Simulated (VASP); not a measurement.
# Li: single point with r2SCAN

Crystal: Li.

```xyz
3
Lattice="5.0300 0.0000 0.0000 -2.5150 4.3561 0.0000 0.0000 0.0000 2.9362" Properties=species:S:1:pos:R:3 pbc="T T T"
Li    0.0000    0.0000    0.0000
Li    2.5150    1.4520    1.4681
Li    0.0000    2.9041    1.4681
```

This isn't the form of Li at room conditions, which is bcc.

```json
{"Program": "VASP 6.6.1", "Task": "single point", "Functional": "r2SCAN", "Potentials or basis": "VASP PAW PBE potentials, release 64 (Li_sv)", "Cutoff": "520 eV", "k mesh": "7 × 7 × 10", "Occupations": "methfessel-paxton, width 0.1 eV", "Spin": "no spin polarisation"}
```

```
Band gap on the k mesh : zero (an odd number of electrons rules out a gap without spin polarisation)
```

Levels at points of the mesh, in eV from the Fermi level:
```
           k point  band 1  band 2  band 3  band 4  band 5  band 6  band 7  band 8  band 9
(0.00, 0.00, 0.00)  -48.37  -48.35  -48.24   -3.84    2.13    2.13    2.17    2.17    5.99
(0.00, 0.00, 0.50)  -48.36  -48.34  -48.23   -0.60    0.07    5.67    5.74    5.74    6.63
```

Wall time 4.8 min on 1 thread of Intel Xeon 8259CL (shared host), peak memory 0.2 GiB.
